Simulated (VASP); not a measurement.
# Sb in VASP: further runs

Runs on Sb. Level: PBEsol. Tasks: single point.

Everything below comes from runs of VASP 6.6.1. Logs are shortened: lines on timing, memory, paths and dates and some standing lists are left out, and cuts for length are marked.

## (1) The cell of the first run

Symmetry: Pm-3m, No. 221, cubic system. Conventional cell: a = 3.062 Å, b = 3.062 Å, c = 3.062 Å, α = 90.00°, β = 90.00°, γ = 90.00°. Within 4.0 Å of Sb (site symmetry m-3m) lie 6 Sb at 3.06 Å.

## (2) Single point, PBEsol

The input, INCAR:

```
PREC     = Accurate       # precision mode
ENCUT    = 520            # plane-wave cutoff, eV
EDIFF    = 1E-7           # SCF threshold, eV
ISMEAR   = 0              # smearing method
SIGMA    = 0.1            # smearing width, eV
LREAL    = False          # projectors in reciprocal space
LASPH    = True           # aspherical terms in the spheres
NELM     = 80             # most SCF steps
ALGO     = Normal         # electronic algorithm
ISIF     = 2              # what is computed and relaxed
LWAVE    = False          # write WAVECAR
LCHARG   = False          # write CHGCAR
GGA      = PS             # functional
NBANDS   = 8              # bands
```

The input, KPOINTS:

```
regular mesh
0
Gamma
  18 18 18
```

The input, POSCAR:

```
Sb
1.0
    3.0617437797      0.0000000000      0.0000000000
    0.0000000000      3.0617437797      0.0000000000
    0.0000000000      0.0000000000      3.0617437797
Sb
1
Direct
    0.0000000000      0.0000000000      0.0000000000
```

Potentials or basis: VASP PAW PBE potentials, release 64 (Sb).

The run is started by

```
$ cat potpaw_PBE.64/Sb/POTCAR > POTCAR
$ mpirun -np 1 vasp_std > vasp.out
```

OUTCAR:

```text
PREC = Accurate
   ENCUT = 520
   EDIFF = 1E-7
   ISMEAR = 0
   LREAL = False
   LASPH = True
   NELM = 80
   ISIF = 2
   GGA = PS

 ion  position               nearest neighbor table
   1  0.000  0.000  0.000-

  LATTYP: Found a simple cubic cell.
 ALAT       =     3.0617437797

  Lattice vectors:

 A1 = (   3.0617437797,   0.0000000000,   0.0000000000)
 A2 = (   0.0000000000,   3.0617437797,   0.0000000000)
 A3 = (   0.0000000000,   0.0000000000,   3.0617437797)

Analysis of symmetry for initial positions (statically):
=====================================================================
 Subroutine PRICEL returns:
 Original cell was already a primitive cell.

 Routine SETGRP: Setting up the symmetry group for a
 simple cubic supercell.

 Subroutine GETGRP returns: Found 48 space group operations
 (whereof 48 operations were pure point group operations)
 out of a pool of 48 trial point group operations.

The static configuration has the point symmetry O_h .

Analysis of symmetry for dynamics (positions and initial velocities):
=====================================================================
 Subroutine PRICEL returns:
 Original cell was already a primitive cell.

 Routine SETGRP: Setting up the symmetry group for a
 simple cubic supercell.

 Subroutine GETGRP returns: Found 48 space group operations
 (whereof 48 operations were pure point group operations)
 out of a pool of 48 trial point group operations.

The dynamic configuration has the point symmetry O_h .

 Subroutine INISYM returns: Found 48 space group operations
 (whereof 48 operations are pure point group operations),
 and found     1 'primitive' translations

----------------------------------------------------------------------------------------

                                     Primitive cell

  volume of cell :      28.7016

  direct lattice vectors                    reciprocal lattice vectors
     3.061743780  0.000000000  0.000000000     0.326611262  0.000000000  0.000000000
     0.000000000  3.061743780  0.000000000     0.000000000  0.326611262  0.000000000
     0.000000000  0.000000000  3.061743780     0.000000000  0.000000000  0.326611262

  length of vectors
     3.061743780  3.061743780  3.061743780     0.326611262  0.326611262  0.326611262

  position of ions in fractional coordinates (direct lattice)
     0.000000000  0.000000000  0.000000000

  ion indices of the primitive-cell ions
   primitive index   ion index
                 1           1

----------------------------------------------------------------------------------------

 KPOINTS: regular mesh

Automatic generation of k-mesh.
 Grid dimensions read from file:
 generate k-points for:   18   18   18

 Generating k-lattice:

  Cartesian coordinates                     Fractional coordinates (reciprocal lattice)
     0.018145070  0.000000000  0.000000000     0.055555556  0.000000000  0.000000000
     0.000000000  0.018145070  0.000000000     0.000000000  0.055555556  0.000000000
     0.000000000  0.000000000  0.018145070     0.000000000  0.000000000  0.055555556

  Length of vectors
     0.018145070  0.018145070  0.018145070

  Shift w.r.t. Gamma in fractional coordinates (k-lattice)
     0.000000000  0.000000000  0.000000000

 Subroutine IBZKPT returns following result:
 ===========================================

 Found    220 irreducible k-points:

 Following reciprocal coordinates:
            Coordinates               Weight
  0.000000  0.000000  0.000000      1.000000
  0.055556  0.000000  0.000000      6.000000
  0.111111  0.000000  0.000000      6.000000
  0.166667  0.000000  0.000000      6.000000
  0.222222  0.000000  0.000000      6.000000
  0.277778  0.000000  0.000000      6.000000
[... 16 lines left out ...]
  0.277778  0.111111  0.000000     24.000000
  0.333333  0.111111  0.000000     24.000000
 [... further k-points ...]
   k-points           NKPTS =    220   k-points in BZ     NKDIM =    220   number of bands    NBANDS=      8
   number of dos      NEDOS =    301   number of ions     NIONS =      1
   total plane-waves  NPLWV =  13824
   dimension x,y,z NGX =    24 NGY =   24 NGZ =   24
   dimension x,y,z NGXF=    48 NGYF=   48 NGZF=   48
   ions per type =               1
   NGX,Y,Z   is equivalent  to a cutoff of  13.03, 13.03, 13.03 a.u.
   NGXF,Y,Z  is equivalent  to a cutoff of  26.06, 26.06, 26.06 a.u.
 SYSTEM =  unknown system
   PREC   = accura    normal or accurate (medium, high low for compatibility)
   ISTART =      0    job   : 0-new  1-cont  2-samecut
   ICHARG =      2    charge: 1-file 2-atom 10-const
   ISPIN  =      1    spin polarized calculation?
   LNONCOLLINEAR =      F non collinear calculations
   LSORBIT =      F    spin-orbit coupling
   LASPH  =      T    aspherical Exc in radial PAW
   ENCUT  =  520.0 eV  38.22 Ry    6.18 a.u.   5.69  5.69  5.69*2*pi/ulx,y,z
   NELM   =     80;   NELMIN=  2; NELMDL= -5     # of ELM steps
   EDIFF  = 0.1E-06   stopping-criterion for ELM
   LREAL  =      F    real-space projection
   EDIFFG = 0.1E-05   stopping-criterion for IOM
   NSW    =      0    number of steps for IOM
   IBRION =     -1    ionic relax: 0-MD 1-quasi-New 2-CG
   NFREE  =      0    steps in history (QN), initial steepest desc. (CG)
   ISIF   =      2    stress and relaxation
   ISYM   =      2    0-nonsym 1-usesym 2-fastsym
   POTIM  = 0.5000    time-step for ionic-motion
   TEBEG  =    0.0;   TEEND  =   0.0 temperature during run
   PSTRESS=    0.0 pullay stress
   NELECT =       5.0000    total number of electrons
   NUPDOWN=      -1.0000    fix difference up-down
   EMIN   =  10.00;   EMAX   =-10.00  energy-range for DOS
   EFERMI =   0.00;   METHOD = LEGACY
   ISMEAR =     0;   SIGMA  =   0.10  broadening in eV -4-tet -1-fermi 0-gaus
   EFERMI_NEDOS =   21; number of points for ismear=-14 and -15
   IALGO  =     38    algorithm
   IMIX   =      4    mixing-type and parameters
     AMIX     =   0.40;   BMIX     =  1.00
     AMIX_MAG =   1.60;   BMIX_MAG =  1.00
  volume/ion in A,a.u.               =      28.70       193.69
  Fermi-wavevector in a.u.,A,eV,Ry     =   0.914315  1.727805 11.374096  0.835972
  Thomas-Fermi vector in A             =   2.038928
   LORBIT       =      0    0 simple, 1 ext, 2 COOP (PROOUT), +10 PAW based schemes
   GGA     = PS    functional components
   LHFCALC =     F    Hartree Fock is set to
   AEXX    =    0.0000 exact exchange contribution
   IVDW    =     0    specifies the selected vdW correction
   LEPSILON=     F    determine dielectric tensor
   LRPA    =     F    only Hartree local field effects (RPA)
 non-spin polarized calculation
 Gauss-broadening in eV      SIGMA  =   0.10
  energy-cutoff  :      520.00
  volume of cell :       28.70
 maximum number of plane-waves:       804
 NGX is ok and might be reduce to    24
   NGX = 11   NGY = 11   NGZ = 11

 number of electron       4.9999999 magnetization

 Free energy of the ion-electron system (eV)
  ---------------------------------------------------
  ext. energy  EPLUGINS =         0.00000000
  ---------------------------------------------------
  free energy    TOTEN  =        -4.53506317 eV

  energy without entropy =       -4.53246667  energy(sigma->0) =       -4.53376492

 E-fermi :   7.5043     XC(G=0):  -9.9163

 val. band max:        7.4994384216   @ k =   0.1667   0.0556   0.0000
 cond. band min:       7.5369943551   @ k =   0.2778   0.2778   0.2778
 fundamental gap:      0.0375559335
 Fermi energy:         7.5043213278

 k-point     1 :       0.0000    0.0000    0.0000
  band No.  band energies     occupation
      1      -5.2233      2.00000
      2      10.8396      0.00000
      3      10.8396      0.00000
      4      10.8396      0.00000
      5      14.4710      0.00000
      6      14.4710      0.00000
      7      15.8553      0.00000
      8      25.4336      0.00000

 k-point     2 :       0.0556    0.0000    0.0000
  band No.  band energies     occupation
      1      -5.1767      2.00000
      2      10.1893      0.00000
      3      10.8863      0.00000
      4      10.8863      0.00000
      5      14.5073      0.00000
      6      14.9069      0.00000
      7      16.1678      0.00000
      8      24.9584      0.00000

 k-point     3 :       0.1111    0.0000    0.0000
  band No.  band energies     occupation
      1      -5.0372      2.00000
      2       8.8840      0.00000
      3      11.0245      0.00000
      4      11.0245      0.00000
      5      14.6161      0.00000
      6      15.3537      0.00000
      7      17.3164      0.00000
      8      24.0659      0.00000

 k-point     4 :       0.1667    0.0000    0.0000
  band No.  band energies     occupation
      1      -4.8073      2.00000
      2       7.4551      1.51404
      3      11.2478      0.00000
      4      11.2478      0.00000
      5      14.7963      0.00000
      6      15.6379      0.00000
      7      18.9268      0.00000
      8      23.0903      0.00000

 k-point     5 :       0.2222    0.0000    0.0000
  band No.  band energies     occupation
      1      -4.4918      2.00000
      2       6.0555      2.00000
      3      11.5448      0.00000
      4      11.5448      0.00000
      5      15.0459      0.00000
      6      15.9410      0.00000
      7      20.6054      0.00000
      8      22.1176      0.00000
[... 177 lines left out ...]
 k-point    22 :       0.2222    0.1111    0.0000
  band No.  band energies     occupation
      1      -4.3054      2.00000
      2       6.2329      2.00000
      3       9.6023      0.00000
      4      11.7314      0.00000
      5      15.5732      0.00000
      6      17.5650      0.00000
      7      19.6681      0.00000
      8      21.1025      0.00000

 k-point    23 :       0.2778    0.1111    0.0000
  band No.  band energies     occupation
      1      -3.9139      2.00000
      2       4.9242      2.00000
      3       9.9638      0.00000
      4      12.0835      0.00000
      5      15.9009      0.00000
      6      17.5661      0.00000
      7      19.1464      0.00000
      8      21.3275      0.00000

 k-point    24 :       0.3333    0.1111    0.0000
  band No.  band energies     occupation
      1      -3.4667      2.00000
      2       3.7473      2.00000
      3      10.3631      0.00000
      4      12.4597      0.00000
      5      16.2694      0.00000
      6      17.1643      0.00000
      7      19.0126      0.00000
      8      20.5003      0.00000

 [... further k-points ...]

------------------------ aborting loop because EDIFF is reached ----------------------------------------

  FORCE on cell =-STRESS in cart. coord.  units (eV):
  Direction    XX          YY          ZZ          XY          YZ          ZX
  --------------------------------------------------------------------------------------
  -------------------------------------------------------------------------------------
  Total        0.0263348      0.0263348      0.0263348      0.0000000      0.0000000      0.0000000
  in kB        1.4700586      1.4700586      1.4700586      0.0000000      0.0000000      0.0000000
  external PRESSURE =       1.4700586 kB  Pullay stress =       0.0000000 kB

 VOLUME and BASIS-vectors are now :
 -----------------------------------------------------------------------------
  energy-cutoff  :      520.00
  volume of cell :       28.70
      direct lattice vectors                 reciprocal lattice vectors
     3.061743780  0.000000000  0.000000000     0.326611262  0.000000000  0.000000000
     0.000000000  3.061743780  0.000000000     0.000000000  0.326611262  0.000000000
     0.000000000  0.000000000  3.061743780     0.000000000  0.000000000  0.326611262

 POSITION                                       TOTAL-FORCE (eV/Angst)
 -----------------------------------------------------------------------------------
      0.00000      0.00000      0.00000         0.000000      0.000000      0.000000
 -----------------------------------------------------------------------------------
    total drift:                               -0.000000      0.000000      0.000000

  FREE ENERGIE OF THE ION-ELECTRON SYSTEM (eV)
  ---------------------------------------------------
  free  energy   TOTEN  =        -4.5350631743 eV

  energy  without entropy=       -4.5324666748  energy(sigma->0) =       -4.53376492
```

Wall time 8.5 s (1 thread of Intel Xeon 6975P-C (Granite Rapids), shared host); peak memory 0.17 GiB.

Results:

- Free energy: -4.5351 eV
- Pressure: 0.1 GPa

Levels at points of the mesh, in eV from the Fermi level:
| k point | band 1 | band 2 | band 3 | band 4 | band 5 | band 6 | band 7 |
| --- | --- | --- | --- | --- | --- | --- | --- |
| (0.00, 0.00, 0.00) | -12.73 | 3.34 | 3.34 | 3.34 | 6.97 | 6.97 | 8.35 |
| (0.50, 0.00, 0.00) | -10.16 | -5.89 | 5.48 | 5.48 | 9.15 | 10.60 | 11.47 |
| (0.50, 0.50, 0.00) | -7.42 | -3.74 | -3.74 | 1.95 | 7.67 | 13.19 | 13.34 |
| (0.50, 0.50, 0.50) | -4.34 | -1.71 | -1.71 | -1.71 | 4.74 | 4.74 | 4.74 |

Caveat: the PAW data sets were made with another functional, which shifts forces and pressure a little; spin-orbit coupling is left out, which moves the levels of the heavy elements.

## (3) Single point, PBEsol (strain along c alone, the other axes held: -3.0 %)

The input, INCAR:

```
SYSTEM = Sb
ALGO = Normal ; EDIFF = 1E-7
ENCUT = 520 ; GGA = PS
ISIF = 2 ; ISMEAR = 0
LASPH = .True. ; LCHARG = .False.
LREAL = .False. ; LWAVE = .False.
NBANDS = 8 ; NELM = 100
PREC = Accurate ; SIGMA = 0.1
```

The input, KPOINTS:

```
k-points
0
Gamma
  18 18 18
  0 0 0
```

POSCAR: that of step 2 with these lines changed.

```diff
@@ -4,3 +4,3 @@
     0.0000000000      3.0617437797      0.0000000000
-    0.0000000000      0.0000000000      3.0617437797
+    0.0000000000      0.0000000000      2.9698914663
 Sb
```

Potentials or basis: VASP PAW PBE potentials, release 64 (Sb).

The run is started by

```
$ cat potpaw_PBE.64/Sb/POTCAR > POTCAR
$ mpirun -np 1 vasp_std > vasp.out
```

Run time: 21 s. Hardware: 1 thread of Intel Xeon 6975P-C (Granite Rapids), shared host; peak memory 0.23 GiB.

It converged, with:

* Free energy: -4.5203 eV
* Pressure: 2.3 GPa

Stress tensor (GPa, compression positive):
```
0.64 0.00 0.00
0.00 0.64 0.00
0.00 0.00 5.59
```

Levels at points of the mesh, in eV from the Fermi level:
| k point | band 1 | band 2 | band 3 | band 4 | band 5 | band 6 | band 7 | band 8 |
| --- | --- | --- | --- | --- | --- | --- | --- | --- |
| (0.00, 0.00, 0.00) | -12.95 | 3.14 | 3.14 | 4.07 | 6.82 | 7.11 | 8.73 | 17.85 |
| (0.50, 0.00, 0.00) | -10.40 | -6.06 | 5.26 | 6.22 | 9.23 | 10.73 | 11.42 | 11.76 |
| (0.50, 0.50, 0.00) | -7.69 | -3.91 | -3.91 | 1.82 | 8.46 | 13.65 | 13.81 | 13.81 |
| (0.00, 0.00, 0.50) | -9.97 | -6.13 | 5.62 | 5.62 | 9.28 | 10.41 | 11.32 | 11.42 |
| (0.50, 0.00, 0.50) | -7.22 | -4.03 | -3.60 | 1.90 | 7.83 | 13.11 | 13.36 | 13.40 |
| (0.50, 0.50, 0.50) | -4.10 | -2.06 | -1.57 | -1.57 | 4.65 | 4.65 | 4.90 | 6.67 |

Caveat: the cell differs from its parent crystal (strain along c alone, the other axes held: -3.0 %); the PAW data sets were made with another functional, which shifts forces and pressure a little; spin-orbit coupling is left out, which moves the levels of the heavy elements.

## (4) Single point, PBEsol (strain along c alone, the other axes held: -2.0 %)

The input, INCAR:

```
SYSTEM = Sb
ALGO = Normal
EDIFF = 1E-6
ENCUT = 520
GGA = PS
ISIF = 2
ISMEAR = 0
LASPH = .True.
LCHARG = .True.
LELF = .True.
LREAL = .False.
LVHAR = .True.
LWAVE = .False.
NBANDS = 8
NELM = 100
PREC = Accurate
SIGMA = 0.1
```

KPOINTS is that of step 3.

POSCAR: that of step 3 with these lines changed.

```diff
@@ -4,3 +4,3 @@
     0.0000000000      3.0617437797      0.0000000000
-    0.0000000000      0.0000000000      2.9698914663
+    0.0000000000      0.0000000000      3.0005089041
 Sb
```

The run is started by

```
$ cat potpaw_PBE.64/Sb/POTCAR > POTCAR
$ mpirun -np 1 vasp_std > vasp.out
```

Run time: 21 s. Hardware: 1 thread of Intel Xeon 6975P-C (Granite Rapids), shared host; peak memory 0.23 GiB.

Results (log left out):

| Quantity | Value |
| --- | --- |
| Free energy | -4.5286 eV |
| Pressure | 1.5 GPa |

Stress tensor (GPa, compression positive):
```
0.45 0.00 0.00
0.00 0.45 0.00
0.00 0.00 3.66
```

Levels at points of the mesh, in eV from the Fermi level:
| k point | band 1 | band 2 | band 3 | band 4 | band 5 | band 6 | band 7 | band 8 |
| --- | --- | --- | --- | --- | --- | --- | --- | --- |
| (0.00, 0.00, 0.00) | -12.87 | 3.21 | 3.21 | 3.82 | 6.87 | 7.09 | 8.57 | 17.88 |
| (0.50, 0.00, 0.00) | -10.32 | -6.00 | 5.34 | 5.97 | 9.21 | 10.72 | 11.47 | 11.63 |
| (0.50, 0.50, 0.00) | -7.60 | -3.85 | -3.85 | 1.86 | 8.19 | 13.50 | 13.65 | 13.65 |
| (0.00, 0.00, 0.50) | -10.04 | -6.05 | 5.57 | 5.57 | 9.24 | 10.47 | 11.37 | 11.47 |
| (0.50, 0.00, 0.50) | -7.29 | -3.93 | -3.64 | 1.92 | 7.78 | 13.19 | 13.33 | 13.42 |
| (0.50, 0.50, 0.50) | -4.18 | -1.94 | -1.62 | -1.62 | 4.68 | 4.68 | 4.84 | 6.68 |

Caveat: the cell differs from its parent crystal (strain along c alone, the other axes held: -2.0 %); the PAW data sets were made with another functional, which shifts forces and pressure a little; spin-orbit coupling is left out, which moves the levels of the heavy elements.

## (5) The runs side by side

```tsv
cell	gap on the mesh (eV)	pressure (GPa)
a = 3.062 Å, 1 atom	none	0.1
a = 3.062, b = 3.062, c = 2.970 Å, 1 atom	none	2.3
a = 3.062, b = 3.062, c = 3.001 Å, 1 atom	none	1.5
```

Alike in all rows: task single point; level PBEsol; potentials or basis VASP PAW PBE potentials, release 64 (Sb); no spin polarisation; k mesh 18 × 18 × 18; cutoff (eV) 520; smearing gaussian 0.1 eV.

Caveats: the PAW data sets were made with another functional, which shifts forces and pressure a little; spin-orbit coupling is left out, which moves the levels of the heavy elements.

Total energies depend on the potentials used, so only differences within one code and one set of settings carry meaning.
